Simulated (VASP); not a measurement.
The system is Ni.

```
CELL_PARAMETERS angstrom
0.00000 1.76380 1.76380
1.76380 0.00000 1.76380
1.76380 1.76380 0.00000
ATOMIC_POSITIONS crystal
Ni 0.00000 0.00000 0.00000
```

Base run:

| Property | Result |
| --- | --- |
| Program | VASP 6.6.1 |
| Functional | PBE |
| Potentials or basis | VASP PAW PBE potentials, release 64 (Ni) |
| Cutoff | 600 eV |
| k mesh | 14 × 14 × 14 |
| Occupations | fermi-dirac, width 0.1 eV |
| Spin | collinear spin, ferromagnetic start |
| Starting moments | [2.0] μB |

Its results: pressure -1.2 GPa; net moment 0.60 μB per cell; site moments Ni +0.61 μB.

The run is repeated on the same cell with these changes: occupations from fermi-dirac, width 0.1 eV to fermi-dirac, width 0.0005 eV. What comes out?

Pressure -2.0 GPa; net moment 0.59 μB per cell; site moments Ni +0.60 μB.
